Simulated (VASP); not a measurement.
# SiGe7 (P-4m2) in VASP: single point with PBE

Aim: the single point of SiGe7 with PBE.

All numbers are computed with VASP 6.6.1; they aren't measurements. Logs are shortened: lines on timing, memory, paths and dates and some standing lists are left out, and cuts for length are marked.

**1. The cell of the first run**

Symmetry: P-4m2, No. 115, tetragonal system. The conventional cell has a = 4.044 Å, b = 4.044 Å, c = 11.439 Å, α = 90.00°, β = 90.00°, γ = 90.00°. Si (site symmetry -4m2) has 4 Ge at 2.45 Å within 3.2 Å. Within 3.2 Å of Ge (site symmetry 2mm) lie 2 Si at 2.45 Å and 2 Ge at 2.49 Å. Ge (site symmetry 2mm) has 4 Ge at 2.49 Å within 3.3 Å. Within 3.3 Å of Ge (site symmetry 2mm) lie 4 Ge at 2.49 Å. Within 3.3 Å of Ge (site symmetry -4m2) lie 4 Ge at 2.49 Å.

**2. Single point, PBE**

Contents of INCAR:

```
SYSTEM = SiGe7
ALGO = Normal
EDIFF = 1E-6
ENCUT = 520
GGA = PE
ISIF = 2
ISMEAR = 0
LASPH = .TRUE.
LCHARG = .FALSE.
LREAL = .FALSE.
LWAVE = .FALSE.
NBANDS = 61
NELM = 60
PREC = Accurate
SIGMA = 0.01
```

Contents of KPOINTS:

```
k-points
0
G
  10 10 4
  0 0 0
```

Contents of POSCAR:

```
SiGe7
1.0
    4.0437022258      0.0000000000      0.0000000000
    0.0000000000      4.0437022258      0.0000000000
    0.0000000000      0.0000000000     11.4385384883
Si Ge
1 7
Direct
    0.0000000000      0.0000000000      0.0000000000
    0.0000000000      0.5000000000      0.8796834197
    0.5000000000      0.5000000000      0.7527972736
    0.5000000000      0.0000000000      0.6264661774
    0.0000000000      0.0000000000      0.5000000000
    0.5000000000      0.0000000000      0.1203165803
    0.5000000000      0.5000000000      0.2472027264
    0.0000000000      0.5000000000      0.3735338226
```

Potentials or basis: VASP PAW PBE potentials, release 64 (Si, Ge_d).

Started as:

```
cat potpaw_PBE.64/Si/POTCAR potpaw_PBE.64/Ge_d/POTCAR > POTCAR
mpirun -np 1 vasp_std > vasp.out
```

OUTCAR:

```text
SYSTEM = SiGe7
   EDIFF = 1E-6
   ENCUT = 520
   GGA = PE
   ISIF = 2
   ISMEAR = 0
   LASPH = .TRUE.
   LREAL = .FALSE.
   NELM = 60
   PREC = Accurate

 ion  position               nearest neighbor table
   1  0.000  0.000  0.000-   2 2.45   6 2.45   2 2.45   6 2.45
   2  0.000  0.500  0.880-   1 2.45   1 2.45   3 2.49   3 2.49
   3  0.500  0.500  0.753-   4 2.49   4 2.49   2 2.49   2 2.49
   4  0.500  0.000  0.626-   3 2.49   3 2.49   5 2.49   5 2.49
   5  0.000  0.000  0.500-   4 2.49   8 2.49   8 2.49   4 2.49
   6  0.500  0.000  0.120-   1 2.45   1 2.45   7 2.49   7 2.49
   7  0.500  0.500  0.247-   8 2.49   8 2.49   6 2.49   6 2.49
   8  0.000  0.500  0.374-   7 2.49   7 2.49   5 2.49   5 2.49

  LATTYP: Found a simple tetragonal cell.
 ALAT       =     4.0437022258
 C/A-ratio  =     2.8287291817

  Lattice vectors:

 A1 = (   4.0437022258,   0.0000000000,   0.0000000000)
 A2 = (   0.0000000000,   4.0437022258,   0.0000000000)
 A3 = (   0.0000000000,   0.0000000000,  11.4385384883)

Analysis of symmetry for initial positions (statically):
=====================================================================
 Subroutine PRICEL returns:
 Original cell was already a primitive cell.

 Routine SETGRP: Setting up the symmetry group for a
 simple tetragonal supercell.

 Subroutine GETGRP returns: Found  8 space group operations
 (whereof  8 operations were pure point group operations)
 out of a pool of 16 trial point group operations.

The static configuration has the point symmetry D_2d.

Analysis of symmetry for dynamics (positions and initial velocities):
=====================================================================
 Subroutine PRICEL returns:
 Original cell was already a primitive cell.

 Routine SETGRP: Setting up the symmetry group for a
 simple tetragonal supercell.

 Subroutine GETGRP returns: Found  8 space group operations
 (whereof  8 operations were pure point group operations)
 out of a pool of 16 trial point group operations.

The dynamic configuration has the point symmetry D_2d.

 Subroutine INISYM returns: Found  8 space group operations
 (whereof  8 operations are pure point group operations),
 and found     1 'primitive' translations

----------------------------------------------------------------------------------------

                                     Primitive cell

  volume of cell :     187.0376

  direct lattice vectors                    reciprocal lattice vectors
     4.043702226  0.000000000  0.000000000     0.247298130  0.000000000  0.000000000
     0.000000000  4.043702226  0.000000000     0.000000000  0.247298130  0.000000000
     0.000000000  0.000000000 11.438538488     0.000000000  0.000000000  0.087423756

  length of vectors
     4.043702226  4.043702226 11.438538488     0.247298130  0.247298130  0.087423756

  position of ions in fractional coordinates (direct lattice)
     0.000000000  0.000000000  0.000000000
     0.000000000  0.500000000  0.879683420
     0.500000000  0.500000000  0.752797274
     0.500000000  0.000000000  0.626466177
     0.000000000  0.000000000  0.500000000
     0.500000000  0.000000000  0.120316580
     0.500000000  0.500000000  0.247202726
     0.000000000  0.500000000  0.373533823

  ion indices of the primitive-cell ions
   primitive index   ion index
                 1           1
                 2           2
                 3           3
                 4           4
                 5           5
                 6           6
                 7           7
                 8           8

----------------------------------------------------------------------------------------

 KPOINTS: k-points

Automatic generation of k-mesh.
 Grid dimensions read from file:
 generate k-points for:   10   10    4

 Generating k-lattice:

  Cartesian coordinates                     Fractional coordinates (reciprocal lattice)
     0.024729813  0.000000000  0.000000000     0.100000000  0.000000000  0.000000000
     0.000000000  0.024729813  0.000000000     0.000000000  0.100000000  0.000000000
     0.000000000  0.000000000  0.021855939     0.000000000  0.000000000  0.250000000

  Length of vectors
     0.024729813  0.024729813  0.021855939

  Shift w.r.t. Gamma in fractional coordinates (k-lattice)
     0.000000000  0.000000000  0.000000000

 Subroutine IBZKPT returns following result:
 ===========================================

 Found     63 irreducible k-points:

 Following reciprocal coordinates:
            Coordinates               Weight
  0.000000  0.000000  0.000000      1.000000
  0.100000  0.000000  0.000000      4.000000
  0.200000  0.000000  0.000000      4.000000
  0.300000  0.000000  0.000000      4.000000
  0.400000  0.000000  0.000000      4.000000
  0.500000  0.000000  0.000000      2.000000
[... 16 lines left out ...]
  0.100000  0.000000  0.250000      8.000000
  0.200000  0.000000  0.250000      8.000000
 [... further k-points ...]
   k-points           NKPTS =     63   k-points in BZ     NKDIM =     63   number of bands    NBANDS=     61
   number of dos      NEDOS =    301   number of ions     NIONS =      8
   total plane-waves  NPLWV =  81000
   dimension x,y,z NGX =    30 NGY =   30 NGZ =   90
   dimension x,y,z NGXF=    60 NGYF=   60 NGZF=  180
   ions per type =               1   7
   NGX,Y,Z   is equivalent  to a cutoff of  12.33, 12.33, 13.08 a.u.
   NGXF,Y,Z  is equivalent  to a cutoff of  24.67, 24.67, 26.16 a.u.
 SYSTEM =  SiGe7
   PREC   = accura    normal or accurate (medium, high low for compatibility)
   ISTART =      0    job   : 0-new  1-cont  2-samecut
   ICHARG =      2    charge: 1-file 2-atom 10-const
   ISPIN  =      1    spin polarized calculation?
   LNONCOLLINEAR =      F non collinear calculations
   LSORBIT =      F    spin-orbit coupling
   LASPH  =      T    aspherical Exc in radial PAW
   ENCUT  =  520.0 eV  38.22 Ry    6.18 a.u.   7.52  7.52 21.27*2*pi/ulx,y,z
   NELM   =     60;   NELMIN=  2; NELMDL= -5     # of ELM steps
   EDIFF  = 0.1E-05   stopping-criterion for ELM
   LREAL  =      F    real-space projection
   EDIFFG = 0.1E-04   stopping-criterion for IOM
   NSW    =      0    number of steps for IOM
   IBRION =     -1    ionic relax: 0-MD 1-quasi-New 2-CG
   NFREE  =      0    steps in history (QN), initial steepest desc. (CG)
   ISIF   =      2    stress and relaxation
   ISYM   =      2    0-nonsym 1-usesym 2-fastsym
   POTIM  = 0.5000    time-step for ionic-motion
   TEBEG  =    0.0;   TEEND  =   0.0 temperature during run
   PSTRESS=    0.0 pullay stress
   NELECT =     102.0000    total number of electrons
   NUPDOWN=      -1.0000    fix difference up-down
   EMIN   =  10.00;   EMAX   =-10.00  energy-range for DOS
   EFERMI =   0.00;   METHOD = LEGACY
   ISMEAR =     0;   SIGMA  =   0.01  broadening in eV -4-tet -1-fermi 0-gaus
   EFERMI_NEDOS =   21; number of points for ismear=-14 and -15
   IALGO  =     38    algorithm
   IMIX   =      4    mixing-type and parameters
     AMIX     =   0.40;   BMIX     =  1.00
     AMIX_MAG =   1.60;   BMIX_MAG =  1.00
  volume/ion in A,a.u.               =      23.38       157.77
  Fermi-wavevector in a.u.,A,eV,Ry     =   1.337515  2.527536 24.340086  1.788946
  Thomas-Fermi vector in A             =   2.466057
   LORBIT       =      0    0 simple, 1 ext, 2 COOP (PROOUT), +10 PAW based schemes
   GGA     = PE    functional components
   LHFCALC =     F    Hartree Fock is set to
   AEXX    =    0.0000 exact exchange contribution
   IVDW    =     0    specifies the selected vdW correction
   LEPSILON=     F    determine dielectric tensor
   LRPA    =     F    only Hartree local field effects (RPA)
 non-spin polarized calculation
 Gauss-broadening in eV      SIGMA  =   0.01
  energy-cutoff  :      520.00
  volume of cell :      187.04
 maximum number of plane-waves:      5090
   NGX = 15   NGY = 15   NGZ = 43

 number of electron     101.9999848 magnetization

 Free energy of the ion-electron system (eV)
  ---------------------------------------------------
  ext. energy  EPLUGINS =         0.00000000
  ---------------------------------------------------
  free energy    TOTEN  =       -36.97667206 eV

  energy without entropy =      -36.97664317  energy(sigma->0) =      -36.97665762

 E-fermi :   4.6462     XC(G=0):  -9.6534

 val. band max:        4.6461469393   @ k =   0.0000   0.0000   0.0000
 cond. band min:       4.7368955511   @ k =   0.5000   0.0000   0.0000
 fundamental gap:      0.0907486118
 Fermi energy:         4.6462083346

 k-point     1 :       0.0000    0.0000    0.0000
  band No.  band energies     occupation
      1     -20.0790      2.00000
      2     -20.0790      2.00000
      3     -20.0665      2.00000
      4     -20.0665      2.00000
      5     -20.0539      2.00000
      6     -20.0539      2.00000
[... 53 lines left out ...]
     60       7.3352      0.00000
     61       7.4194      0.00000

 k-point     2 :       0.1000    0.0000    0.0000
  band No.  band energies     occupation
      1     -20.0833      2.00000
      2     -20.0792      2.00000
      3     -20.0704      2.00000
      4     -20.0672      2.00000
      5     -20.0562      2.00000
      6     -20.0561      2.00000
[... 53 lines left out ...]
     60       7.5014      0.00000
     61       7.7005      0.00000

 k-point     3 :       0.2000    0.0000    0.0000
  band No.  band energies     occupation
      1     -20.0895      2.00000
      2     -20.0796      2.00000
      3     -20.0743      2.00000
      4     -20.0694      2.00000
      5     -20.0604      2.00000
      6     -20.0569      2.00000
[... 1333 lines left out ...]
     60       7.5535      0.00000
     61       7.8387      0.00000

 k-point    24 :       0.2000    0.0000    0.2500
  band No.  band energies     occupation
      1     -20.0895      2.00000
      2     -20.0796      2.00000
      3     -20.0743      2.00000
      4     -20.0694      2.00000
      5     -20.0604      2.00000
      6     -20.0568      2.00000
[... 53 lines left out ...]
     60       8.1647      0.00000
     61       8.8498      0.00000

 [... further k-points ...]
[... 5 lines left out ...]
  --------------------------------------------------------------------------------------
  -------------------------------------------------------------------------------------
  Total       -0.0396258     -0.0396258     -0.0452992      0.0000000      0.0000000     -0.0000000
  in kB       -0.3394372     -0.3394372     -0.3880366      0.0000000      0.0000000     -0.0000000
  external PRESSURE =      -0.3556370 kB  Pullay stress =       0.0000000 kB

 VOLUME and BASIS-vectors are now :
 -----------------------------------------------------------------------------
  energy-cutoff  :      520.00
  volume of cell :      187.04
      direct lattice vectors                 reciprocal lattice vectors
     4.043702226  0.000000000  0.000000000     0.247298130  0.000000000  0.000000000
     0.000000000  4.043702226  0.000000000     0.000000000  0.247298130  0.000000000
     0.000000000  0.000000000 11.438538488     0.000000000  0.000000000  0.087423756

 POSITION                                       TOTAL-FORCE (eV/Angst)
 -----------------------------------------------------------------------------------
      0.00000      0.00000      0.00000        -0.000000      0.000000      0.000000
      0.00000      2.02185     10.06229        -0.000000      0.000000      0.003697
      2.02185      2.02185      8.61090        -0.000000     -0.000000     -0.000117
      2.02185      0.00000      7.16586        -0.000000      0.000000      0.000751
      0.00000      0.00000      5.71927        -0.000000      0.000000      0.000000
      2.02185      0.00000      1.37625        -0.000000      0.000000     -0.003697
      2.02185      2.02185      2.82764         0.000000      0.000000      0.000117
      0.00000      2.02185      4.27268        -0.000000      0.000000     -0.000751
 -----------------------------------------------------------------------------------
    total drift:                                0.000000      0.000000      0.000000

  FREE ENERGIE OF THE ION-ELECTRON SYSTEM (eV)
  ---------------------------------------------------
  free  energy   TOTEN  =       -36.9766720616 eV

  energy  without entropy=      -36.9766431703  energy(sigma->0) =      -36.97665762
```

Run time: 12 min. Hardware: 1 thread of Intel Xeon 8259CL, shared host; peak memory 0.62 GiB.

Results:

| Quantity | Value |
| --- | --- |
| Free energy | -36.9767 eV |
| Pressure | 0.0 GPa |
| Largest force | 0.004 eV/Å |
| Band gap on the k mesh | zero (filled and empty bands touch) |

Forces on the atoms (eV/Å):
```
Si   0.000  0.000  0.000
Ge   0.000  0.000  0.004
Ge   0.000  0.000  0.000
Ge   0.000  0.000  0.001
Ge   0.000  0.000  0.000
Ge   0.000  0.000 -0.004
Ge   0.000  0.000  0.000
Ge   0.000  0.000 -0.001
```

Caveat: semilocal functionals underestimate gaps, and a narrow one can read as zero.

The gap in the log of VASP goes by the Fermi energy; the results here count the filled bands.